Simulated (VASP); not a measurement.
# BiIr (F-43m) in VASP: settings compared

The runs below take BiIr through single point, with LDA, r2SCAN.

All numbers are computed with VASP 6.6.1; they aren't measurements. Logs are shortened: lines on timing, memory, paths and dates and some standing lists are left out, and cuts for length are marked.

### Step 1. The cell of the first run

It takes space group F-43m (No. 216, cubic). Conventional cell: a = 6.076 Å, b = 6.076 Å, c = 6.076 Å, α = 90.00°, β = 90.00°, γ = 90.00°. Within 3.5 Å of Ir (site symmetry -43m) lie 4 Bi at 2.63 Å. Within 3.5 Å of Bi (site symmetry -43m) lie 4 Ir at 2.63 Å.

### Step 2. Single point, LDA

INCAR reads:

```
SYSTEM = BiIr
PREC = Accurate ; ENCUT = 520
EDIFF = 1E-6 ; ISMEAR = 0
SIGMA = 0.05 ; LREAL = .False.
LASPH = .True. ; NELM = 80
ALGO = Normal ; ISIF = 2
LWAVE = .False. ; LCHARG = .False.
NBANDS = 19
```

KPOINTS reads:

```
regular mesh
0
Gamma
  10 10 10
  0 0 0
```

POSCAR reads:

```
BiIr
1.0
    0.0000000000      3.0380373730      3.0380373730
    3.0380373730      0.0000000000      3.0380373730
    3.0380373730      3.0380373730      0.0000000000
Ir Bi
1 1
Direct
    0.0000000000      0.0000000000      0.0000000000
    0.2500000000      0.2500000000      0.2500000000
```

Potentials or basis: VASP PAW LDA potentials, release 64 (Ir, Bi_d).

On the command line:

```
> cat potpaw_LDA.64/Ir/POTCAR potpaw_LDA.64/Bi_d/POTCAR > POTCAR
> mpirun -np 1 vasp_std > vasp.out
```

OUTCAR:

```text
SYSTEM = BiIr
   PREC = Accurate
   ENCUT = 520
   EDIFF = 1E-6
   ISMEAR = 0
   LREAL = .False.
   LASPH = .True.
   NELM = 80
   ISIF = 2

 ion  position               nearest neighbor table
   1  0.000  0.000  0.000-   2 2.63   2 2.63   2 2.63   2 2.63
   2  0.250  0.250  0.250-   1 2.63   1 2.63   1 2.63   1 2.63

  LATTYP: Found a face centered cubic cell.
 ALAT       =     6.0760747460

  Lattice vectors:

 A1 = (   0.0000000000,   3.0380373730,   3.0380373730)
 A2 = (   3.0380373730,   0.0000000000,   3.0380373730)
 A3 = (   3.0380373730,   3.0380373730,   0.0000000000)

Analysis of symmetry for initial positions (statically):
=====================================================================
 Subroutine PRICEL returns:
 Original cell was already a primitive cell.

 Routine SETGRP: Setting up the symmetry group for a
 face centered cubic supercell.

 Subroutine GETGRP returns: Found 24 space group operations
 (whereof 24 operations were pure point group operations)
 out of a pool of 48 trial point group operations.

The static configuration has the point symmetry T_d .

Analysis of symmetry for dynamics (positions and initial velocities):
=====================================================================
 Subroutine PRICEL returns:
 Original cell was already a primitive cell.

 Routine SETGRP: Setting up the symmetry group for a
 face centered cubic supercell.

 Subroutine GETGRP returns: Found 24 space group operations
 (whereof 24 operations were pure point group operations)
 out of a pool of 48 trial point group operations.

The dynamic configuration has the point symmetry T_d .

 Subroutine INISYM returns: Found 24 space group operations
 (whereof 24 operations are pure point group operations),
 and found     1 'primitive' translations

----------------------------------------------------------------------------------------

                                     Primitive cell

  volume of cell :      56.0802

  direct lattice vectors                    reciprocal lattice vectors
     0.000000000  3.038037373  3.038037373    -0.164579937  0.164579937  0.164579937
     3.038037373  0.000000000  3.038037373     0.164579937 -0.164579937  0.164579937
     3.038037373  3.038037373  0.000000000     0.164579937  0.164579937 -0.164579937

  length of vectors
     4.296433656  4.296433656  4.296433656     0.285060813  0.285060813  0.285060813

  position of ions in fractional coordinates (direct lattice)
     0.000000000  0.000000000  0.000000000
     0.250000000  0.250000000  0.250000000
[... 70 lines left out ...]
   ICHARG =      2    charge: 1-file 2-atom 10-const
   ISPIN  =      1    spin polarized calculation?
   LNONCOLLINEAR =      F non collinear calculations
   LSORBIT =      F    spin-orbit coupling
   LASPH  =      T    aspherical Exc in radial PAW
   ENCUT  =  520.0 eV  38.22 Ry    6.18 a.u.   7.99  7.99  7.99*2*pi/ulx,y,z
   NELM   =     80;   NELMIN=  2; NELMDL= -5     # of ELM steps
   EDIFF  = 0.1E-05   stopping-criterion for ELM
   LREAL  =      F    real-space projection
   EDIFFG = 0.1E-04   stopping-criterion for IOM
   NSW    =      0    number of steps for IOM
   IBRION =     -1    ionic relax: 0-MD 1-quasi-New 2-CG
   NFREE  =      0    steps in history (QN), initial steepest desc. (CG)
   ISIF   =      2    stress and relaxation
   ISYM   =      2    0-nonsym 1-usesym 2-fastsym
   POTIM  = 0.5000    time-step for ionic-motion
   TEBEG  =    0.0;   TEEND  =   0.0 temperature during run
   PSTRESS=    0.0 pullay stress
   NELECT =      24.0000    total number of electrons
   NUPDOWN=      -1.0000    fix difference up-down
   EMIN   =  10.00;   EMAX   =-10.00  energy-range for DOS
   EFERMI =   0.00;   METHOD = LEGACY
   ISMEAR =     0;   SIGMA  =   0.05  broadening in eV -4-tet -1-fermi 0-gaus
   EFERMI_NEDOS =   21; number of points for ismear=-14 and -15
   IALGO  =     38    algorithm
   IMIX   =      4    mixing-type and parameters
     AMIX     =   0.40;   BMIX     =  1.00
     AMIX_MAG =   1.60;   BMIX_MAG =  1.00
  volume/ion in A,a.u.               =      28.04       189.22
  Fermi-wavevector in a.u.,A,eV,Ry     =   1.233698  2.331351 20.708208  1.522010
  Thomas-Fermi vector in A             =   2.368418
   LORBIT       =      0    0 simple, 1 ext, 2 COOP (PROOUT), +10 PAW based schemes
   GGA     = CA    functional components
   LHFCALC =     F    Hartree Fock is set to
   AEXX    =    0.0000 exact exchange contribution
   IVDW    =     0    specifies the selected vdW correction
   LEPSILON=     F    determine dielectric tensor
   LRPA    =     F    only Hartree local field effects (RPA)
 non-spin polarized calculation
 Gauss-broadening in eV      SIGMA  =   0.05
  energy-cutoff  :      520.00
  volume of cell :       56.08
 maximum number of plane-waves:      1524
   NGX = 15   NGY = 15   NGZ = 15

 number of electron      23.9999994 magnetization

 Free energy of the ion-electron system (eV)
  ---------------------------------------------------
  ext. energy  EPLUGINS =         0.00000000
  ---------------------------------------------------
  free energy    TOTEN  =       -13.35071634 eV

  energy without entropy =      -13.34912871  energy(sigma->0) =      -13.34992252

 E-fermi :   5.2798     XC(G=0): -10.3515

 val. band max:        5.2757670914   @ k =   0.4000   0.3000   0.1000
 cond. band min:       5.2891692784   @ k =   0.5000   0.5000   0.0000
 fundamental gap:      0.0134021870
 Fermi energy:         5.2798096750

 k-point     1 :       0.0000    0.0000    0.0000
  band No.  band energies     occupation
      1     -17.2679      2.00000
      2     -17.2679      2.00000
      3     -17.2679      2.00000
      4     -17.2168      2.00000
      5     -17.2168      2.00000
      6      -6.8370      2.00000
[... 505 lines left out ...]
      6      -5.7988      2.00000
[... 11 lines left out ...]
     18      16.1008      0.00000
     19      17.2472      0.00000

 [... further k-points ...]
[... 5 lines left out ...]
  --------------------------------------------------------------------------------------
  -------------------------------------------------------------------------------------
  Total       -1.0746128     -1.0746128     -1.0746128     -0.0000000     -0.0000000     -0.0000000
  in kB      -30.7010526    -30.7010526    -30.7010526     -0.0000000     -0.0000000     -0.0000000
  external PRESSURE =     -30.7010526 kB  Pullay stress =       0.0000000 kB

 VOLUME and BASIS-vectors are now :
 -----------------------------------------------------------------------------
  energy-cutoff  :      520.00
  volume of cell :       56.08
      direct lattice vectors                 reciprocal lattice vectors
     0.000000000  3.038037373  3.038037373    -0.164579937  0.164579937  0.164579937
     3.038037373  0.000000000  3.038037373     0.164579937 -0.164579937  0.164579937
     3.038037373  3.038037373  0.000000000     0.164579937  0.164579937 -0.164579937

 POSITION                                       TOTAL-FORCE (eV/Angst)
 -----------------------------------------------------------------------------------
      0.00000      0.00000      0.00000        -0.000000     -0.000000     -0.000000
      1.51902      1.51902      1.51902         0.000000      0.000000      0.000000
 -----------------------------------------------------------------------------------
    total drift:                                0.000000      0.000000      0.000000

  FREE ENERGIE OF THE ION-ELECTRON SYSTEM (eV)
  ---------------------------------------------------
  free  energy   TOTEN  =       -13.3507163409 eV

  energy  without entropy=      -13.3491287088  energy(sigma->0) =      -13.34992252
```

OSZICAR:

```text
N       E                     dE             d eps       ncg     rms          rms(c)
DAV:   1     0.234762554514E+03    0.23476E+03   -0.12051E+04  1786   0.140E+03
DAV:   2     0.395000435608E+01   -0.23081E+03   -0.22262E+03  1786   0.395E+02
DAV:   3    -0.130366526246E+02   -0.16987E+02   -0.16824E+02  2117   0.120E+02
DAV:   4    -0.135085955824E+02   -0.47194E+00   -0.47158E+00  2135   0.206E+01
DAV:   5    -0.135269229303E+02   -0.18327E-01   -0.18327E-01  2561   0.377E+00    0.608E+00
DAV:   6    -0.134045321039E+02    0.12239E+00   -0.19280E-01  2061   0.436E+00    0.284E+00
DAV:   7    -0.133613052446E+02    0.43227E-01   -0.80969E-02  2402   0.264E+00    0.140E+00
DAV:   8    -0.133509384834E+02    0.10367E-01   -0.35182E-02  2019   0.167E+00    0.121E-01
DAV:   9    -0.133507188397E+02    0.21964E-03   -0.17795E-03  2296   0.491E-01    0.428E-02
DAV:  10    -0.133507151143E+02    0.37254E-05   -0.10519E-04  2523   0.105E-01    0.176E-02
DAV:  11    -0.133507163509E+02   -0.12366E-05   -0.11879E-05  1963   0.313E-02    0.212E-03
DAV:  12    -0.133507163409E+02    0.10037E-07   -0.37369E-07  1175   0.528E-03
   1 F= -.13350716E+02 E0= -.13349923E+02  d E =-.158763E-02
```

stdout:

```text
POSCAR found type information on POSCAR IrBi
 POSCAR found :  2 types and       2 ions
 scaLAPACK will be used
 LDA part: xc-table for (Slater(with rela. corr.)+CA(PZ))
 , standard interpolation
 POSCAR, INCAR and KPOINTS ok, starting setup
 FFT: planning ... GRIDC
 FFT: planning ... GRID_SOFT
 FFT: planning ... GRID
 WAVECAR not read
 entering main loop
```

Run time: 12 s. Hardware: 1 thread of Intel Xeon 6975P-C (Granite Rapids), shared host; peak memory 0.18 GiB.

What came out:

- Free energy: -13.3507 eV
- Pressure: -3.1 GPa
- Band gap on the k mesh: zero (band 12 reaches 7.67 eV, above the bottom of band 13 at 4.69 eV)

Caveat: spin-orbit coupling is left out, which moves the levels of the heavy elements.

### Step 3. Single point, r2SCAN (volume scaled by 0.960)

POSCAR reads:

```
BiIr
1.0
    0.0000000000      2.9969777806      2.9969777806
    2.9969777806      0.0000000000      2.9969777806
    2.9969777806      2.9969777806      0.0000000000
Ir Bi
1 1
Direct
    0.0000000000      0.0000000000      0.0000000000
    0.2500000000      0.2500000000      0.2500000000
```

INCAR.step1 reads:

```
SYSTEM = BiIr
ALGO = Normal ; EDIFF = 1E-4
ENCUT = 520 ; GGA = PE
ISMEAR = 0 ; LASPH = .TRUE.
LCHARG = .FALSE. ; LREAL = .FALSE.
LWAVE = .TRUE. ; NBANDS = 19
NELM = 100 ; PREC = Accurate
SIGMA = 0.05
```

INCAR.step2 reads:

```
SYSTEM = BiIr
ALGO = Normal ; EDIFF = 1E-6
ENCUT = 520 ; ISIF = 2
ISMEAR = 0 ; ISTART = 1
LASPH = .TRUE. ; LCHARG = .TRUE.
LELF = .TRUE. ; LMIXTAU = .TRUE.
LREAL = .FALSE. ; LVHAR = .TRUE.
LWAVE = .FALSE. ; METAGGA = R2SCAN
NBANDS = 19 ; NELM = 100
PREC = Accurate ; SIGMA = 0.05
```

KPOINTS reads:

```
k-points
0
G
  10 10 10
  0 0 0
```

Potentials or basis: VASP PAW PBE potentials, release 64 (Ir, Bi_d).

On the command line:

```
> cat potpaw_PBE.64/Ir/POTCAR potpaw_PBE.64/Bi_d/POTCAR > POTCAR
> cp INCAR.step1 INCAR
> mpirun -np 1 vasp_std > vasp.out
> cp INCAR.step2 INCAR
> mpirun -np 1 vasp_std > vasp.out
```

OUTCAR:

```text
SYSTEM = BiIr
   EDIFF = 1E-6
   ENCUT = 520
   ISIF = 2
   ISMEAR = 0
   ISTART = 1
   LASPH = .TRUE.
   LREAL = .FALSE.
   METAGGA = R2SCAN
   NELM = 100
   PREC = Accurate

 ion  position               nearest neighbor table
   1  0.000  0.000  0.000-   2 2.60   2 2.60   2 2.60   2 2.60
   2  0.250  0.250  0.250-   1 2.60   1 2.60   1 2.60   1 2.60

  LATTYP: Found a face centered cubic cell.
 ALAT       =     5.9939555612

  Lattice vectors:

 A1 = (   0.0000000000,   2.9969777806,   2.9969777806)
 A2 = (   2.9969777806,   0.0000000000,   2.9969777806)
 A3 = (   2.9969777806,   2.9969777806,   0.0000000000)

Analysis of symmetry for initial positions (statically):
=====================================================================
 Subroutine PRICEL returns:
 Original cell was already a primitive cell.

 Routine SETGRP: Setting up the symmetry group for a
 face centered cubic supercell.

 Subroutine GETGRP returns: Found 24 space group operations
 (whereof 24 operations were pure point group operations)
 out of a pool of 48 trial point group operations.

[... 153 lines left out ...]

 Free energy of the ion-electron system (eV)
  ---------------------------------------------------
  ext. energy  EPLUGINS =         0.00000000
  ---------------------------------------------------
  free energy    TOTEN  =      -109.56678471 eV

  energy without entropy =     -109.56483780  energy(sigma->0) =     -109.56581125

 E-fermi :   5.8812     XC(G=0): -11.0416

 val. band max:        5.8383038043   @ k =   0.5000   0.5000   0.0000
 cond. band min:       5.8920743032   @ k =   0.3000   0.0000   0.0000
 fundamental gap:      0.0537704989
 Fermi energy:         5.8812153902

 k-point     1 :       0.0000    0.0000    0.0000
  band No.  band energies     occupation
      1     -17.5139      2.00000
      2     -17.5139      2.00000
      3     -17.5139      2.00000
      4     -17.4520      2.00000
      5     -17.4520      2.00000
      6      -6.9602      2.00000
[... 505 lines left out ...]
      6      -5.7681      2.00000
[... 11 lines left out ...]
     18      17.4791      0.00000
     19      18.7995      0.00000

 [... further k-points ...]
[... 5 lines left out ...]
  --------------------------------------------------------------------------------------
  -------------------------------------------------------------------------------------
  Total        1.5905366      1.5905366      1.5905366      0.0000000      0.0000000      0.0000000
  in kB       47.3340506     47.3340506     47.3340506      0.0000000      0.0000000      0.0000000
  external PRESSURE =      47.3340506 kB  Pullay stress =       0.0000000 kB

 VOLUME and BASIS-vectors are now :
 -----------------------------------------------------------------------------
  energy-cutoff  :      520.00
  volume of cell :       53.84
      direct lattice vectors                 reciprocal lattice vectors
     0.000000000  2.996977781  2.996977781    -0.166834737  0.166834737  0.166834737
     2.996977781  0.000000000  2.996977781     0.166834737 -0.166834737  0.166834737
     2.996977781  2.996977781  0.000000000     0.166834737  0.166834737 -0.166834737

 POSITION                                       TOTAL-FORCE (eV/Angst)
 -----------------------------------------------------------------------------------
      0.00000      0.00000      0.00000        -0.000000     -0.000000     -0.000000
      1.49849      1.49849      1.49849         0.000000      0.000000      0.000000
 -----------------------------------------------------------------------------------
    total drift:                               -0.000000     -0.000000     -0.000000

  FREE ENERGIE OF THE ION-ELECTRON SYSTEM (eV)
  ---------------------------------------------------
  free  energy   TOTEN  =      -109.5667847071 eV

  energy  without entropy=     -109.5648378022  energy(sigma->0) =     -109.56581125
```

OUTCAR.step1:

```text
SYSTEM = BiIr
   EDIFF = 1E-4
   ENCUT = 520
   GGA = PE
   ISMEAR = 0
   LASPH = .TRUE.
   LREAL = .FALSE.
[... 748 lines left out ...]
      0.00000      0.00000      0.00000         0.000000     -0.000000      0.000000
      1.49849      1.49849      1.49849        -0.000000      0.000000     -0.000000
 -----------------------------------------------------------------------------------
    total drift:                                0.000000      0.000000      0.000000

  FREE ENERGIE OF THE ION-ELECTRON SYSTEM (eV)
  ---------------------------------------------------
  free  energy   TOTEN  =       -11.3559723930 eV

  energy  without entropy=      -11.3541808911  energy(sigma->0) =      -11.35507664
```

It took 51 s on 1 thread of Intel Xeon 6975P-C (Granite Rapids), shared host; peak memory 0.21 GiB.

Results:

```
Free energy            : -109.5668 eV
Pressure               : 4.7 GPa
Band gap on the k mesh : zero (band 12 reaches 8.87 eV, above the bottom of band 13 at 5.23 eV)
```

Caveat: the PAW data sets were made with another functional, which shifts forces and pressure a little; spin-orbit coupling is left out, which moves the levels of the heavy elements.

### Step 4. Single point, r2SCAN (volume scaled by 0.980)

POSCAR reads:

```
BiIr
1.0
    0.0000000000      3.0176472461      3.0176472461
    3.0176472461      0.0000000000      3.0176472461
    3.0176472461      3.0176472461      0.0000000000
Ir Bi
1 1
Direct
    0.0000000000      0.0000000000      0.0000000000
    0.2500000000      0.2500000000      0.2500000000
```

INCAR.step1 reads:

```
  ALGO = Normal
  EDIFF = 1E-4
  ENCUT = 520
  GGA = PE
  ISMEAR = 0
  LASPH = True
  LCHARG = False
  LREAL = False
  LWAVE = True
  NBANDS = 19
  NELM = 100
  PREC = Accurate
  SIGMA = 0.05
```

INCAR.step2 reads:

```
  ALGO = Normal
  EDIFF = 1E-6
  ENCUT = 520
  ISIF = 2
  ISMEAR = 0
  ISTART = 1
  LASPH = True
  LCHARG = True
  LELF = True
  LMIXTAU = True
  LREAL = False
  LVHAR = True
  LWAVE = False
  METAGGA = R2SCAN
  NBANDS = 19
  NELM = 100
  PREC = Accurate
  SIGMA = 0.05
```

KPOINTS reads:

```
k-points
0
Gamma
  10 10 10
```

On the command line:

```
> cat potpaw_PBE.64/Ir/POTCAR potpaw_PBE.64/Bi_d/POTCAR > POTCAR
> cp INCAR.step1 INCAR
> mpirun -np 1 vasp_std > vasp.out
> cp INCAR.step2 INCAR
> mpirun -np 1 vasp_std > vasp.out
```

Wall time 50 s (1 thread of Intel Xeon 6975P-C (Granite Rapids), shared host); peak memory 0.21 GiB.

Results (log left out):

```yaml
Free_energy: -109.5921 eV
Pressure: 2.4 GPa
Band_gap_on_the_k_mesh: zero (band 12 reaches 8.51 eV, above the bottom of band 13 at 5.02 eV)
```

Levels at points of the mesh, in eV from the Fermi level:
```
           k point  band 9  band 10  band 11  band 12  band 13  band 14  band 15  band 16
(0.00, 0.00, 0.00)   -3.79    -1.82    -1.82     2.87     5.35     5.35     5.35     7.14
(0.50, 0.00, 0.00)   -3.48    -1.72    -1.72    -1.47     2.72     2.72     4.20     8.55
(0.50, 0.50, 0.00)   -2.57    -1.83    -1.72    -1.47    -0.02    -0.02     5.35     5.70
```

Caveat: the PAW data sets were made with another functional, which shifts forces and pressure a little; spin-orbit coupling is left out, which moves the levels of the heavy elements.

(Part 1 of 2 ends here.)
